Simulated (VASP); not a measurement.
# SiC (P6_3mc) in VASP: vibrations by perturbation theory with PBEsol

Aim: the vibrations by perturbation theory of SiC with PBEsol.

All numbers are computed with VASP 6.6.1; they aren't measurements. Logs are shortened: lines on timing, memory, paths and dates and some standing lists are left out, and cuts for length are marked.

## (1) The cell of the first run

Symmetry: P6_3mc, No. 186, hexagonal system. The conventional cell has a = 3.076 Å, b = 3.076 Å, c = 5.048 Å, α = 90.00°, β = 90.00°, γ = 120.00°. Within 2.5 Å of Si (site symmetry 3m) lie 4 C at 1.87 to 1.94 Å. Within 2.5 Å of C (site symmetry 3m) lie 4 Si at 1.87 to 1.94 Å.

## (2) Vibrations by perturbation theory, PBEsol

Input file INCAR:

```
SYSTEM = SiC
ALGO     = Normal         ! electronic algorithm
EDIFF    = 1E-8           ! SCF threshold, eV
ENCUT    = 520            ! plane-wave cutoff, eV
GGA      = PS             ! functional
IBRION   = 8              ! ionic algorithm
ISIF     = 2              ! what is computed and relaxed
ISMEAR   = 0              ! smearing method
LASPH    = .TRUE.         ! aspherical terms in the spheres
LCHARG   = .FALSE.        ! write CHGCAR
LREAL    = .FALSE.        ! projectors in reciprocal space
LWAVE    = .FALSE.        ! write WAVECAR
NBANDS   = 16             ! bands
NELM     = 60             ! most SCF steps
NSW      = 1              ! ionic steps
PREC     = Accurate       ! precision mode
SIGMA    = 0.01           ! smearing width, eV
```

Input file KPOINTS:

```
k-points
0
G
  8 8 4
  0 0 0
```

Input file POSCAR:

```
SiC
1.0
    3.0760000000      0.0000000000      0.0000000000
   -1.5380000000      2.6638940000      0.0000000000
    0.0000000000      0.0000000000      5.0480000000
Si C
2 2
Direct
    0.3333333333      0.6666666667      0.0000000000
    0.6666666667      0.3333333333      0.5000000000
    0.3333333333      0.6666666667      0.3850000000
    0.6666666667      0.3333333333      0.8850000000
```

Potentials or basis: VASP PAW PBE potentials, release 64 (Si, C).

On the command line:

```
$ cat potpaw_PBE.64/Si/POTCAR potpaw_PBE.64/C/POTCAR > POTCAR
$ mpirun -np 1 vasp_std > vasp.out
```

OUTCAR:

```text
SYSTEM = SiC
   EDIFF = 1E-8
   ENCUT = 520
   GGA = PS
   IBRION = 8
   ISIF = 2
   ISMEAR = 0
   LASPH = .TRUE.
   LREAL = .FALSE.
   NELM = 60
   NSW = 1
   PREC = Accurate

 ion  position               nearest neighbor table
   1  0.333  0.667  0.000-   4 1.87   4 1.87   4 1.87   3 1.94   2 3.09   2 3.09   2 3.09   2 3.09
                             2 3.09   2 3.09
   2  0.667  0.333  0.500-   3 1.87   3 1.87   3 1.87   4 1.94   1 3.09   1 3.09   1 3.09   1 3.09
                             1 3.09   1 3.09
   3  0.333  0.667  0.385-   2 1.87   2 1.87   2 1.87   1 1.94
   4  0.667  0.333  0.885-   1 1.87   1 1.87   1 1.87   2 1.94

  LATTYP: Found a hexagonal cell.
 ALAT       =     3.0760000000
 C/A-ratio  =     1.6410923277

  Lattice vectors:

 A1 = (   3.0760000000,   0.0000000000,   0.0000000000)
 A2 = (  -1.5380000000,   2.6638940000,   0.0000000000)
 A3 = (   0.0000000000,   0.0000000000,   5.0480000000)

Analysis of symmetry for initial positions (statically):
=====================================================================
 Subroutine PRICEL returns:
 Original cell was already a primitive cell.

 Routine SETGRP: Setting up the symmetry group for a
 hexagonal supercell.

 Subroutine GETGRP returns: Found 12 space group operations
 (whereof  6 operations were pure point group operations)
 out of a pool of 24 trial point group operations.

The static configuration has the point symmetry C_3v.
 The point group associated with its full space group is C_6v.

Analysis of symmetry for dynamics (positions and initial velocities):
=====================================================================
 Subroutine PRICEL returns:
 Original cell was already a primitive cell.

 Routine SETGRP: Setting up the symmetry group for a
 hexagonal supercell.
[... 656 lines left out ...]
  free  energy   TOTEN  =       -31.7855704977 eV

  energy  without entropy=      -31.7855704977  energy(sigma->0) =      -31.78557050

[... ionic steps 2 to 9 ...]

--------------------------------------- Ionic step       10  -------------------------------------------

------------------------ aborting loop because EDIFF is reached ----------------------------------------

[... ionic steps 11 to 11 ...]

--------------------------------------- Ionic step       12  -------------------------------------------

 Free energy of the ion-electron system (eV)
  ---------------------------------------------------
  ---------------------------------------------------
  free energy    TOTEN  =        -0.13464177 eV

  energy without entropy =       -0.13464177

------------------------ aborting loop because EDIFF is reached ----------------------------------------

 INTERNAL STRAIN TENSOR  FOR ION    3  DIRECTION 3   (eV/Angst):
 -----------------------------------------------------------------------------
     5.44920  0.00000 -0.00000
    -0.00000  5.44920 -0.00000
    -0.00000  0.00000 -6.92708

 INTERNAL STRAIN TENSOR FOR ION    4 for displacements in x,y,z  (eV/Angst):
          X           Y           Z          XY          YZ          ZX
  --------------------------------------------------------------------------------
  x     0.00000     0.00000     0.00000    11.22110     0.00000     5.72896
  y    11.22110   -11.22110     0.00000     0.00000     5.87973    -0.00000
  z     5.44920     5.44920    -6.92708     0.00000     0.00000     0.00000

 SECOND DERIVATIVES (NOT SYMMETRIZED)
 ------------------------------------
               1X          1Y          1Z          2X          2Y          2Z          3X          3Y          3Z          4X          4Y          4Z
  1X   -21.761018    0.000000    0.000000    0.571126    0.000000    0.000000    2.142367    0.000000   -0.000000   19.047524    0.000000    0.000000
  1Y     0.000000  -21.761015    0.000000   -0.000000    0.571126    0.000000    0.000000    2.142367    0.000000   -0.000000   19.047522    0.000000
  1Z     0.000000    0.000000  -23.282097   -0.000000    0.000000    8.841118    0.000000    0.000000    6.169083    0.000000   -0.000000    8.271896
  2X     0.571126    0.000000    0.000000  -21.761018    0.000000    0.000000   19.047524   -0.000000    0.000000    2.142367    0.000000    0.000000
  2Y     0.000000    0.571126    0.000000   -0.000000  -21.761015    0.000000    0.000000   19.047522    0.000000   -0.000000    2.142367    0.000000
  2Z     0.000000    0.000000    8.841118    0.000000    0.000000  -23.282097    0.000000    0.000000    8.271896    0.000000    0.000000    6.169083
  3X     2.141573   -0.000000    0.000000   19.045862    0.000000    0.000000  -21.290807   -0.000000    0.000000    0.103371   -0.000000   -0.000000
  3Y     0.000000    2.141573    0.000000    0.000000   19.045860    0.000000    0.000000  -21.290805    0.000000    0.000000    0.103371    0.000000
  3Z     0.000000    0.000000    6.104506    0.000000    0.000000    8.331589   -0.000000    0.000000  -20.731268    0.000000    0.000000    6.295173
  4X    19.045862   -0.000000    0.000000    2.141573    0.000000    0.000000    0.103371    0.000000    0.000000  -21.290807   -0.000000    0.000000
  4Y     0.000000   19.045860    0.000000    0.000000    2.141573    0.000000    0.000000    0.103371    0.000000    0.000000  -21.290805    0.000000
  4Z     0.000000   -0.000000    8.331589    0.000000    0.000000    6.104506   -0.000000    0.000000    6.295173    0.000000   -0.000000  -20.731268

 Eigenvectors and eigenvalues of the dynamical matrix
 ----------------------------------------------------

   1 f  =   24.809682 THz   155.883827 2PiTHz  827.561900 cm-1   102.604553 meV
             X         Y         Z           dx          dy          dz
     -0.000000  1.775929  0.000000     0.387027    0.000000    0.000000
      1.538000  0.887965  2.524000     0.387027    0.000000   -0.000000
     -0.000000  1.775929  1.943480    -0.591785   -0.000000    0.000000
      1.538000  0.887965  4.467480    -0.591785   -0.000000   -0.000000
[... 71 lines left out ...]
  12 f/i=    0.001587 THz     0.009971 2PiTHz    0.052933 cm-1     0.006563 meV
             X         Y         Z           dx          dy          dz
     -0.000000  1.775929  0.000000    -0.000000    0.000000    0.591766
      1.538000  0.887965  2.524000    -0.000000    0.000000    0.591766
     -0.000000  1.775929  1.943480    -0.000000    0.000000    0.387058
      1.538000  0.887965  4.467480    -0.000000    0.000000    0.387058

--------------------------------------------------------------------------------------------------------

 ELASTIC MODULI CONTR FROM IONIC RELAXATION (kBar)
 Direction    XX          YY          ZZ          XY          YZ          ZX
 --------------------------------------------------------------------------------
 XX        -615.3895    296.4650    202.7477      0.0000      0.0000     -0.0000
 YY         296.4650   -615.3894    202.7477     -0.0000     -0.0000      0.0000
 ZZ         202.7477    202.7477   -257.7828      0.0000     -0.0000     -0.0000
 XY           0.0000     -0.0000      0.0000   -455.9272     -0.0000     -0.0000
 YZ          -0.0000      0.0000     -0.0000     -0.0000   -110.4245      0.0000
 ZX          -0.0000      0.0000     -0.0000     -0.0000      0.0000   -119.3695
 --------------------------------------------------------------------------------
```

stdout:

```text
POSCAR found type information on POSCAR SiC
 POSCAR found :  2 types and       4 ions
 scaLAPACK will be used
 -----------------------------------------------------------------------------
|                                                                             |
|                                                                             |
|     You enforced a specific xc type in the INCAR file but a different       |
|     I HOPE YOU KNOW WHAT YOU ARE DOING!                                     |
|                                                                             |
 -----------------------------------------------------------------------------

 LDA part: xc-table for (Slater+PW92), standard interpolation
 POSCAR, INCAR and KPOINTS ok, starting setup
 FFT: planning ... GRIDC
 FFT: planning ... GRID_SOFT
 FFT: planning ... GRID
 WAVECAR not read
 entering main loop
 Linear response reoptimize wavefunctions to high precision
 Linear response DOF=           4
 Linear response progress:
 first order change of Fermi-energy  -0.10465E-04
 force on displaced ion       1 direction 1 : -21.761  -0.002   0.000
 Linear response progress:
 first order change of Fermi-energy  -0.10550E+02
 force on displaced ion       1 direction 3 :  -0.000   0.000 -23.282
 Linear response progress:
 first order change of Fermi-energy  -0.38556E-04
 force on displaced ion       3 direction 1 : -21.291  -0.000  -0.000
 Linear response progress:
 first order change of Fermi-energy   0.10550E+02
 force on displaced ion       3 direction 3 :   0.000  -0.000 -20.731
 Linear response finished
```

Wall time 8.2 min (1 thread of AMD EPYC 7R13, shared host); peak memory 0.3 GiB.

What came out:

```
Highest phonon frequency at Γ, LO-TO splitting left out : 828 cm⁻¹
```

Phonon frequencies in cm⁻¹ (negative: imaginary):
```csv
q point,frequencies
"(0.000, 0.000, 0.000)",0 0 0 258 258 555 683 784 796 796 828 828
```
